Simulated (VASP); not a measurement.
Wanted: the native input for a VASP 6.6.1 run.

* Task: relaxation of cell and atoms
* Functional: RPBE
* Potentials or basis: VASP PAW PBE potentials, release 64 (Cu)
* Cutoff: 600 eV
* k mesh: 20 × 20 × 20
* Occupations: gaussian, width 0.1 eV
* Spin: no spin polarisation
* Dipole correction: no
* Further INCAR settings: ALGO = Normal; EDIFF = 1e-06; IBRION = 2; EDIFFG = -0.005; NSW = 100; ISIF = 3

The structure of Cu lies in POSCAR:

```
Cu
1.0
    0.0000000000      1.8075000000      1.8075000000
    1.8075000000      0.0000000000      1.8075000000
    1.8075000000      1.8075000000      0.0000000000
Cu
1
Direct
    0.0000000000      0.0000000000      0.0000000000
```

The input as run:

INCAR

```
PREC     = Accurate       # precision mode
ENCUT    = 600            # plane-wave cutoff, eV
EDIFF    = 1E-6           # SCF threshold, eV
ISMEAR   = 0              # smearing method
SIGMA    = 0.1            # smearing width, eV
LREAL    = False          # projectors in reciprocal space
LASPH    = True           # aspherical terms in the spheres
NELM     = 80             # most SCF steps
ALGO     = Normal         # electronic algorithm
ISIF     = 3              # what is computed and relaxed
LWAVE    = False          # write WAVECAR
LCHARG   = False          # write CHGCAR
GGA      = RP             # functional
IBRION   = 2              # ionic algorithm
NSW      = 100            # ionic steps
EDIFFG   = -0.005         # ionic threshold
```

KPOINTS

```
regular mesh
0
Gamma
  20 20 20
```

Potentials or basis: VASP PAW PBE potentials, release 64 (Cu).

Run with:

```sh
$ cat potpaw_PBE.64/Cu/POTCAR > POTCAR
$ mpirun -np 1 vasp_std > vasp.out
```

Results of the run:

```
Relaxed volume                         : 12.45 Å³/atom
Relaxed cell                           : a = 2.602 Å, b = 2.602 Å, c = 2.602 Å, α = 60.00°, β = 60.00°, γ = 60.00°
Space group after relaxing (to 0.05 Å) : Fm-3m (No. 225)
Energy gained by relaxing              : 14.0 meV/atom
Ionic steps                            : 3
Pressure after relaxing                : 0.0 GPa
```

Caveat: the PAW data sets were made with another functional, which shifts forces and pressure a little.

Run time: 58 s on 1 thread of Intel(R) Xeon(R) Platinum 8259CL CPU @ 2.50GHz (Skylake/Cascade Lake) (shared host), peak memory 0.16 GiB.
